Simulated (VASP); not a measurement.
Input of a VASP 6.6.1 run:

INCAR

```
SYSTEM = Ta
AGGAC = 1.0
AGGAX = 1.0
ALDAC = 0.0
ALDAX = 1.0
ALGO = Normal
EDIFF = 1E-7
ENCUT = 520
GGA = B5
GGA_COMPAT = .False.
ISIF = 2
ISMEAR = -1
LASPH = .True.
LCHARG = .True.
LMAXMIX = 4
LORBIT = 11
LORBMOM = .True.
LREAL = .False.
LSORBIT = .True.
LVHAR = .True.
LWAVE = .False.
MAGMOM = 0 0 0
NBANDS = 22
NELM = 150
PREC = Accurate
SIGMA = 0.1
```

Contents of KPOINTS:

```
k-points
0
Gamma
  11 11 11
  0 0 0
```

POSCAR

```
Ta
1.0
   -1.6512800000      1.6512800000      1.6512800000
    1.6512800000     -1.6512800000      1.6512800000
    1.6512800000      1.6512800000     -1.6512800000
Ta
1
Direct
    0.0000000000      0.0000000000      0.0000000000
```

Potentials or basis: VASP PAW PBE potentials, release 64 (Ta_pv).

Command:

```console
$ cat potpaw_PBE.64/Ta_pv/POTCAR > POTCAR
$ mpirun -np 1 vasp_ncl > vasp.out
```

Task: Estimate the pressure.

Result: 10.1 GPa.

Task: Predict the net moment.

Result: 0.00 μB per cell.

Moments on the atoms (μB; x, y, z):
```
Ta  0.00 0.00 0.00
```

Caveat: the PAW data sets were made with another functional, which shifts forces and pressure a little.
